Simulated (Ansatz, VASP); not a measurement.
## Two plane-wave programs on RbBr

Contents of INCAR:

```
ALGO     = Normal         # electronic algorithm
EDIFF    = 1E-6           # SCF threshold, eV
ENCUT    = 520            # plane-wave cutoff, eV
GGA      = PS             # functional
ISIF     = 2              # what is computed and relaxed
ISMEAR   = 0              # smearing method
LASPH    = True           # aspherical terms in the spheres
LCHARG   = False          # write CHGCAR
LREAL    = False          # projectors in reciprocal space
LWAVE    = False          # write WAVECAR
NBANDS   = 15             # bands
NELM     = 100            # most SCF steps
PREC     = Accurate       # precision mode
SIGMA    = 0.02           # smearing width, eV
```

File KPOINTS:

```
k-points
0
Gamma
  6 6 6
```

POSCAR

```
RbBr
1.0
    0.0901775250      3.3877410000      3.3366027000
    3.5371457250      0.0694411500      3.3573390750
    3.5680275000      3.4393591500      0.0385593750
Rb Br
1 1
Direct
   -0.0195142232      0.0364711889     -0.0029715536
    0.5195142232      0.4635288111      0.5029715536
```

Input for Ansatz:

```yaml
crystal:
  lattice:
    - [0.090177525, 3.387741, 3.3366027]
    - [3.537145725, 0.06944115, 3.357339075]
    - [3.5680275, 3.43935915, 0.038559375]
  atoms:
    - { symbol: Rb, position: [-0.0195142232, 0.0364711889, -0.0029715536] }
    - { symbol: Br, position: [0.5195142232, 0.4635288111, 0.5029715536] }
basis:
  ecutwfc: 420
kpoints:
  mp_grid: { grid: [6, 6, 6] }
hamiltonian:
  xc: pbesol
scf:
  occupations: { method: gaussian, width: 0.02 }
output:
  forces: true
  stress: true
  eigenvalues: true
```

Change from the starting cell: all atoms moved at random, cell strained at random.

Alike in both runs: task single point; functional PBEsol; k mesh 6 × 6 × 6; occupations gaussian, width 0.02 eV; no spin polarisation.

|  | VASP | Ansatz |
| --- | --- | --- |
| version | VASP 6.6.1 | Ansatz 0.2.0 |
| potentials or method | VASP PAW PBE potentials, release 64 (Rb_sv, Br), cutoff 520 eV | scalar-relativistic, plane waves, PAW |
| valence electrons in the cell | 16 | 16 |

Ansatz gave:

```
gap on the k mesh at the Fermi level (eV)                     : 4.26
least direct gap on the mesh (eV)                             : 4.26
pressure (GPa)                                                : 0.7
traceless stress, the component that is largest in VASP (GPa) : -0.56
rms of the force components (eV/Å)                            : 0.181
```

Estimate VASP's values.

gap on the k mesh at the Fermi level (eV): 4.25; least direct gap on the mesh (eV): 4.25; pressure (GPa): 0.8; traceless stress, the component that is largest in VASP (GPa): -0.57; rms of the force components (eV/Å): 0.184.

VASP's potentials were made for PBE, not for PBEsol. Atom by atom the forces differ by 0.003 eV/Å (rms over components).
